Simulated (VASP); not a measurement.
# ZrB2 (P6/mmm) in VASP: notebook

ZrB2 is run at these levels: LDA; tasks: single point.

Program: VASP 6.6.1. These are calculated values, not measurements. Logs are shortened: lines on timing, memory, paths and dates and some standing lists are left out, and cuts for length are marked.

## (1) The cell of the first run

Symmetry: P6/mmm, No. 191, hexagonal system. The conventional cell has a = 3.218 Å, b = 3.218 Å, c = 3.174 Å, α = 90.00°, β = 90.00°, γ = 120.00°. Within 3.2 Å of Zr (site symmetry 6/mmm) lie 12 B at 2.44 Å and 2 Zr at 3.17 Å. B (site symmetry -6m2) has 3 B at 1.86 Å and 6 Zr at 2.44 Å within 2.5 Å.

## (2) Single point, LDA (volume 9.488 Å^3 an atom, c/a of the conventional cell 0.9865)

Input file INCAR:

```
SYSTEM = ZrB2
PREC     = Accurate       ! precision mode
ENCUT    = 520            ! plane-wave cutoff, eV
EDIFF    = 1E-7           ! SCF threshold, eV
ISMEAR   = 0              ! smearing method
SIGMA    = 0.15           ! smearing width, eV
LREAL    = .False.        ! projectors in reciprocal space
LASPH    = .True.         ! aspherical terms in the spheres
NELM     = 100            ! most SCF steps
ALGO     = Normal         ! electronic algorithm
ISIF     = 2              ! what is computed and relaxed
LWAVE    = .False.        ! write WAVECAR
LCHARG   = .False.        ! write CHGCAR
GGA      = CA             ! functional
NBANDS   = 16             ! bands
```

Input file KPOINTS:

```
regular mesh
0
Gamma
  18 18 12
  0 0 0
```

Input file POSCAR:

```
ZrB2
1.0
    3.2177779388      0.0000000000      0.0000000000
   -1.6088889694      2.7866774387      0.0000000000
    0.0000000000      0.0000000000      3.1743379366
Zr B
1 2
Direct
    0.0000000000      0.0000000000      0.0000000000
    0.3333333333      0.6666666667      0.5000000000
    0.6666666667      0.3333333333      0.5000000000
```

Potentials or basis: VASP PAW LDA potentials, release 64 (Zr_sv, B).

The run is started by

```sh
$ cat potpaw_LDA.64/Zr_sv/POTCAR potpaw_LDA.64/B/POTCAR > POTCAR
$ mpirun -np 1 vasp_std > vasp.out
```

OUTCAR:

```text
SYSTEM = ZrB2
   PREC = Accurate
   ENCUT = 520
   EDIFF = 1E-7
   ISMEAR = 0
   LREAL = .False.
   LASPH = .True.
   NELM = 100
   ISIF = 2
   GGA = CA

 ion  position               nearest neighbor table
   1  0.000  0.000  0.000-   2 2.44   3 2.44   2 2.44   3 2.44   2 2.44   2 2.44   3 2.44   3 2.44
                             3 2.44   3 2.44   2 2.44   2 2.44
   2  0.333  0.667  0.500-   3 1.86   3 1.86   3 1.86   1 2.44   1 2.44   1 2.44   1 2.44   1 2.44
                             1 2.44
   3  0.667  0.333  0.500-   2 1.86   2 1.86   2 1.86   1 2.44   1 2.44   1 2.44   1 2.44   1 2.44
                             1 2.44

  LATTYP: Found a hexagonal cell.
 ALAT       =     3.2177779388
 C/A-ratio  =     0.9865000000

  Lattice vectors:

 A1 = (   3.2177779388,   0.0000000000,   0.0000000000)
 A2 = (  -1.6088889694,   2.7866774387,   0.0000000000)
 A3 = (   0.0000000000,   0.0000000000,   3.1743379366)

Analysis of symmetry for initial positions (statically):
=====================================================================
 Subroutine PRICEL returns:
 Original cell was already a primitive cell.

 Routine SETGRP: Setting up the symmetry group for a
 hexagonal supercell.

 Subroutine GETGRP returns: Found 24 space group operations
 (whereof 24 operations were pure point group operations)
 out of a pool of 24 trial point group operations.

The static configuration has the point symmetry D_6h.

Analysis of symmetry for dynamics (positions and initial velocities):
=====================================================================
 Subroutine PRICEL returns:
 Original cell was already a primitive cell.

 Routine SETGRP: Setting up the symmetry group for a
 hexagonal supercell.

 Subroutine GETGRP returns: Found 24 space group operations
 (whereof 24 operations were pure point group operations)
 out of a pool of 24 trial point group operations.

The dynamic configuration has the point symmetry D_6h.

 Subroutine INISYM returns: Found 24 space group operations
 (whereof 24 operations are pure point group operations),
 and found     1 'primitive' translations

----------------------------------------------------------------------------------------

                                     Primitive cell

  volume of cell :      28.4640

  direct lattice vectors                    reciprocal lattice vectors
     3.217777939  0.000000000  0.000000000     0.310773465  0.179425144  0.000000000
    -1.608888969  2.786677439  0.000000000     0.000000000  0.358850287  0.000000000
     0.000000000  0.000000000  3.174337937     0.000000000  0.000000000  0.315026320

  length of vectors
     3.217777939  3.217777939  3.174337937     0.358850287  0.358850287  0.315026320

  position of ions in fractional coordinates (direct lattice)
     0.000000000  0.000000000  0.000000000
     0.333333333  0.666666667  0.500000000
     0.666666667  0.333333333  0.500000000

  ion indices of the primitive-cell ions
   primitive index   ion index
                 1           1
                 2           2
                 3           3

----------------------------------------------------------------------------------------

 KPOINTS: regular mesh

Automatic generation of k-mesh.
 Grid dimensions read from file:
 generate k-points for:   18   18   12

 Generating k-lattice:

  Cartesian coordinates                     Fractional coordinates (reciprocal lattice)
     0.017265193  0.009968064  0.000000000     0.055555556 -0.000000000  0.000000000
     0.000000000  0.019936127  0.000000000     0.000000000  0.055555556  0.000000000
     0.000000000  0.000000000  0.026252193     0.000000000  0.000000000  0.083333333

  Length of vectors
     0.019936127  0.019936127  0.026252193

  Shift w.r.t. Gamma in fractional coordinates (k-lattice)
     0.000000000  0.000000000  0.000000000

 Subroutine IBZKPT returns following result:
 ===========================================

 Found    259 irreducible k-points:

 Following reciprocal coordinates:
            Coordinates               Weight
  0.000000  0.000000  0.000000      1.000000
  0.055556  0.000000  0.000000      6.000000
  0.111111  0.000000  0.000000      6.000000
  0.166667  0.000000  0.000000      6.000000
  0.222222  0.000000  0.000000      6.000000
  0.277778  0.000000  0.000000      6.000000
[... 16 lines left out ...]
  0.333333  0.111111  0.000000     12.000000
  0.388889  0.111111  0.000000     12.000000
 [... further k-points ...]
   k-points           NKPTS =    259   k-points in BZ     NKDIM =    259   number of bands    NBANDS=     16
   number of dos      NEDOS =    301   number of ions     NIONS =      3
   total plane-waves  NPLWV =  13824
   dimension x,y,z NGX =    24 NGY =   24 NGZ =   24
   dimension x,y,z NGXF=    48 NGYF=   48 NGZF=   48
   ions per type =               1   2
   NGX,Y,Z   is equivalent  to a cutoff of  12.40, 12.40, 12.57 a.u.
   NGXF,Y,Z  is equivalent  to a cutoff of  24.80, 24.80, 25.14 a.u.
 SYSTEM =  ZrB2
   PREC   = accura    normal or accurate (medium, high low for compatibility)
   ISTART =      0    job   : 0-new  1-cont  2-samecut
   ICHARG =      2    charge: 1-file 2-atom 10-const
   ISPIN  =      1    spin polarized calculation?
   LNONCOLLINEAR =      F non collinear calculations
   LSORBIT =      F    spin-orbit coupling
   LASPH  =      T    aspherical Exc in radial PAW
   ENCUT  =  520.0 eV  38.22 Ry    6.18 a.u.   5.98  5.98  5.90*2*pi/ulx,y,z
   NELM   =    100;   NELMIN=  2; NELMDL= -5     # of ELM steps
   EDIFF  = 0.1E-06   stopping-criterion for ELM
   LREAL  =      F    real-space projection
   EDIFFG = 0.1E-05   stopping-criterion for IOM
   NSW    =      0    number of steps for IOM
   IBRION =     -1    ionic relax: 0-MD 1-quasi-New 2-CG
   NFREE  =      0    steps in history (QN), initial steepest desc. (CG)
   ISIF   =      2    stress and relaxation
   ISYM   =      2    0-nonsym 1-usesym 2-fastsym
   POTIM  = 0.5000    time-step for ionic-motion
   TEBEG  =    0.0;   TEEND  =   0.0 temperature during run
   PSTRESS=    0.0 pullay stress
   NELECT =      18.0000    total number of electrons
   NUPDOWN=      -1.0000    fix difference up-down
   EMIN   =  10.00;   EMAX   =-10.00  energy-range for DOS
   EFERMI =   0.00;   METHOD = LEGACY
   ISMEAR =     0;   SIGMA  =   0.15  broadening in eV -4-tet -1-fermi 0-gaus
   EFERMI_NEDOS =   21; number of points for ismear=-14 and -15
   IALGO  =     38    algorithm
   IMIX   =      4    mixing-type and parameters
     AMIX     =   0.40;   BMIX     =  1.00
     AMIX_MAG =   1.60;   BMIX_MAG =  1.00
  volume/ion in A,a.u.               =       9.49        64.03
  Fermi-wavevector in a.u.,A,eV,Ry     =   1.405186  2.655416 26.865337  1.974547
  Thomas-Fermi vector in A             =   2.527672
   LORBIT       =      0    0 simple, 1 ext, 2 COOP (PROOUT), +10 PAW based schemes
   GGA     = CA    functional components
   LHFCALC =     F    Hartree Fock is set to
   AEXX    =    0.0000 exact exchange contribution
   IVDW    =     0    specifies the selected vdW correction
   LEPSILON=     F    determine dielectric tensor
   LRPA    =     F    only Hartree local field effects (RPA)
 non-spin polarized calculation
 Gauss-broadening in eV      SIGMA  =   0.15
  energy-cutoff  :      520.00
  volume of cell :       28.46
 maximum number of plane-waves:       792
 NGX is ok and might be reduce to    24
   NGX = 11   NGY = 11   NGZ = 11

 number of electron      18.0000001 magnetization

 Free energy of the ion-electron system (eV)
  ---------------------------------------------------
  ext. energy  EPLUGINS =         0.00000000
  ---------------------------------------------------
  free energy    TOTEN  =       -27.12747176 eV

  energy without entropy =      -27.12422290  energy(sigma->0) =      -27.12584733

 E-fermi :  11.2454     XC(G=0): -12.9615

 val. band max:       11.2286420591   @ k =   0.0556   0.0000   0.5000
 cond. band min:      11.2630748096   @ k =   0.0556   0.0000   0.5000
 fundamental gap:      0.0344327505
 Fermi energy:        11.2454058931

 k-point     1 :       0.0000    0.0000    0.0000
  band No.  band energies     occupation
      1     -36.5740      2.00000
      2     -14.7869      2.00000
      3     -14.4825      2.00000
      4     -14.4825      2.00000
      5      -1.3481      2.00000
      6       7.7250      2.00000
[... 8 lines left out ...]
     15      17.0353      0.00000
     16      17.0353      0.00000

 k-point     2 :       0.0556    0.0000    0.0000
  band No.  band energies     occupation
      1     -36.5708      2.00000
      2     -14.7821      2.00000
      3     -14.5140      2.00000
      4     -14.4893      2.00000
      5      -1.2813      2.00000
      6       7.5667      2.00000
[... 8 lines left out ...]
     15      17.4626      0.00000
     16      17.5099      0.00000

 k-point     3 :       0.1111    0.0000    0.0000
  band No.  band energies     occupation
      1     -36.5614      2.00000
      2     -14.7683      2.00000
      3     -14.6034      2.00000
      4     -14.5089      2.00000
      5      -1.0859      2.00000
      6       7.1459      2.00000
[... 8 lines left out ...]
     15      18.0709      0.00000
     16      18.3781      0.00000

 k-point     4 :       0.1667    0.0000    0.0000
  band No.  band energies     occupation
      1     -36.5469      2.00000
      2     -14.7471      2.00000
      3     -14.7376      2.00000
      4     -14.5386      2.00000
      5      -0.7748      2.00000
      6       6.5707      2.00000
[... 8 lines left out ...]
     15      18.3532      0.00000
     16      18.5640      0.00000
[... 324 lines left out ...]
 k-point    22 :       0.2778    0.1111    0.0000
  band No.  band energies     occupation
      1     -36.4872      2.00000
      2     -15.2092      2.00000
      3     -14.7076      2.00000
      4     -14.6595      2.00000
      5       0.8275      2.00000
      6       4.6521      2.00000
[... 8 lines left out ...]
     15      19.9757      0.00000
     16      21.3483      0.00000

 k-point    23 :       0.3333    0.1111    0.0000
  band No.  band energies     occupation
      1     -36.4734      2.00000
      2     -15.3131      2.00000
      3     -14.7450      2.00000
      4     -14.6391      2.00000
      5       1.4050      2.00000
      6       4.0538      2.00000
[... 8 lines left out ...]
     15      20.9508      0.00000
     16      21.2418      0.00000

 k-point    24 :       0.3889    0.1111    0.0000
  band No.  band energies     occupation
      1     -36.4643      2.00000
      2     -15.3799      2.00000
      3     -14.7692      2.00000
      4     -14.6258      2.00000
      5       1.9809      2.00000
      6       3.4716      2.00000
[... 8 lines left out ...]
     15      20.7483      0.00000
     16      21.7187      0.00000

 [... further k-points ...]

------------------------ aborting loop because EDIFF is reached ----------------------------------------

  FORCE on cell =-STRESS in cart. coord.  units (eV):
  Direction    XX          YY          ZZ          XY          YZ          ZX
  --------------------------------------------------------------------------------------
  -------------------------------------------------------------------------------------
  Total       -0.3910114     -0.3910114      7.1925782      0.0000000      0.0000000      0.0000000
  in kB      -22.0091903    -22.0091903    404.8547520      0.0000000      0.0000000      0.0000000
  external PRESSURE =     120.2787905 kB  Pullay stress =       0.0000000 kB

 VOLUME and BASIS-vectors are now :
 -----------------------------------------------------------------------------
  energy-cutoff  :      520.00
  volume of cell :       28.46
      direct lattice vectors                 reciprocal lattice vectors
     3.217777939  0.000000000  0.000000000     0.310773465  0.179425144  0.000000000
    -1.608888969  2.786677439  0.000000000     0.000000000  0.358850287  0.000000000
     0.000000000  0.000000000  3.174337937     0.000000000  0.000000000  0.315026320

 POSITION                                       TOTAL-FORCE (eV/Angst)
 -----------------------------------------------------------------------------------
      0.00000      0.00000      0.00000         0.000000      0.000000     -0.000000
     -0.00000      1.85778      1.58717         0.000000      0.000000     -0.000000
      1.60889      0.92889      1.58717        -0.000000     -0.000000      0.000000
 -----------------------------------------------------------------------------------
    total drift:                               -0.000000      0.000000      0.000000

  FREE ENERGIE OF THE ION-ELECTRON SYSTEM (eV)
  ---------------------------------------------------
  free  energy   TOTEN  =       -27.1274717614 eV

  energy  without entropy=      -27.1242228967  energy(sigma->0) =      -27.12584733
```

Run time: 39 s. Hardware: 1 thread of Intel Xeon Platinum 8488C (Sapphire Rapids), shared host; peak memory 0.22 GiB.

Results:

```
Free energy            : -27.1275 eV
Pressure               : 12.0 GPa
Band gap on the k mesh : zero (band 9 reaches 11.89 eV, above the bottom of band 10 at 10.57 eV)
```

Stress tensor (GPa, compression positive):
```
-2.20  0.00  0.00
 0.00 -2.20  0.00
 0.00  0.00 40.49
```

[end of part 1 of 2]
